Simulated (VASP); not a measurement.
A run of VASP 6.6.1 is set up as follows.

File INCAR:

```
ALGO     = Normal         # electronic algorithm
EDIFF    = 1E-6           # SCF threshold, eV
ENCUT    = 520            # plane-wave cutoff, eV
GGA      = PS             # functional
ISIF     = 2              # what is computed and relaxed
ISMEAR   = 0              # smearing method
LASPH    = T              # aspherical terms in the spheres
LCHARG   = T              # write CHGCAR
LELF     = T              # ELF
LREAL    = F              # projectors in reciprocal space
LVHAR    = T            
LWAVE    = F              # write WAVECAR
NBANDS   = 22             # bands
NELM     = 60             # most SCF steps
PREC     = Accurate       # precision mode
SIGMA    = 0.05           # smearing width, eV
```

Contents of KPOINTS:

```
k-points
0
Gamma
  4 4 2
```

The input POSCAR:

```
F
1.0
    2.9395755926     -1.7167715072     -0.2267254290
    2.9395755926      1.7167715072     -0.2267254290
   -2.2021659715      0.0000000000      6.8718150400
F
4
Direct
    0.0848459664      0.0848459664      0.0940038325
    0.9151540336      0.9151540336      0.9059961675
    0.5015719855      0.5015719855      0.5937195244
    0.4984280145      0.4984280145      0.4062804756
```

Potentials or basis: VASP PAW PBE potentials, release 64 (F).

Launch:

```sh
$ cat potpaw_PBE.64/F/POTCAR > POTCAR
$ mpirun -np 1 vasp_std > vasp.out
```

What does it give for the pressure?

6.0 GPa.

Predict the largest force.

2.952 eV/Å.

What does it give for the band gap on the k mesh?

3.61 eV, indirect (least direct gap 3.72 eV).

Stress tensor (GPa, compression positive):
```
 2.29  0.00  1.18
 0.00 -0.44  0.00
 1.18  0.00 16.29
```

Caveat: the k points lie up to 0.54 Å⁻¹ apart; the PAW data sets were made with another functional, which shifts forces and pressure a little. A k mesh can miss the band edges.
